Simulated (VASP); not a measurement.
Wanted: the native input for a VASP 6.6.1 run.

| Item | Value |
| --- | --- |
| Task | relaxation of cell and atoms |
| Functional | PBE |
| Potentials or basis | VASP PAW PBE potentials, release 64 (Pr_3, Sc_sv, O), 4f in core |
| Cutoff | 600 eV |
| k mesh | 4 × 4 × 4 |
| Occupations | gaussian, width 0.2 eV |
| Spin | no spin polarisation |
| Dipole correction | no |
| Further INCAR settings | ALGO = Normal; EDIFF = 1e-07; IBRION = 2; EDIFFG = -0.08; NSW = 36; ISIF = 3 |

The structure of PrScO lies in POSCAR:

```
PrScO
1.0
    2.6037007300      1.5032473200      4.7141306400
   -2.6037007300      1.5032473200      4.7141306400
    0.0000000000     -3.0064946400      4.7141306400
Pr Sc O
2 2 2
Direct
    0.1634310800      0.1634310800      0.1634310800
    0.8365689200      0.8365689200      0.8365689200
    0.3329031600      0.3329031600      0.3329031600
    0.6670968400      0.6670968400      0.6670968400
    0.5000000000      0.5000000000      0.5000000000
    0.0000000000      0.0000000000      0.0000000000
```

The cell was generated, and may not be a known phase.

One way to write it, as run:

INCAR

```
PREC = Accurate ; ENCUT = 600
EDIFF = 1E-7 ; ISMEAR = 0
SIGMA = 0.2 ; LREAL = False
LASPH = True ; NELM = 200
ALGO = Normal ; ISIF = 3
LWAVE = False ; LCHARG = False
GGA = PE ; IBRION = 2
NSW = 36 ; EDIFFG = -0.08
GGA_COMPAT = False ; NELMIN = 4
LMAXMIX = 6
```

KPOINTS

```
Automatic mesh
0
Gamma
  4 4 4
```

Potentials or basis: VASP PAW PBE potentials, release 64 (Pr_3, Sc_sv, O), 4f in core.

The run is started by

```sh
$ cat potpaw_PBE.64/Pr_3/POTCAR potpaw_PBE.64/Sc_sv/POTCAR potpaw_PBE.64/O/POTCAR > POTCAR
$ mpirun -np 1 vasp_std > vasp.out
```

Results of the run:

```json
{
  "Relaxed volume": "24.39 Å³/atom",
  "Relaxed cell": "a = 6.313 Å, b = 6.313 Å, c = 6.313 Å, α = 52.44°, β = 52.44°, γ = 52.44°",
  "Space group after relaxing (to 0.1 Å)": "R-3m (No. 166)",
  "Energy gained by relaxing": "790.1 meV/atom",
  "Ionic steps": "17",
  "Pressure after relaxing": "-0.2 GPa",
  "Largest force after relaxing": "0.048 eV/Å",
  "Band gap on the k mesh": "zero (bands 28 and 29 overlap by 0.10 eV)"
}
```

Caveat: the k points lie up to 0.34 Å⁻¹ apart in the final cell; the volume moved by over 15 % at a fixed basis, so the end points are rough; spin-orbit coupling is left out, which moves the levels of the heavy elements; the 4f electrons are frozen in the core, so they carry no moment and show no levels; the run has no spin polarisation, though such a crystal can be magnetic; the relaxation stopped at a loose force limit of 0.08 eV/Å, so its end isn't a converged minimum.

Run time: 17 min on 1 thread of AMD EPYC 9R45 96-Core Processor (Zen 5), on a shared host, peak memory 0.35 GiB.
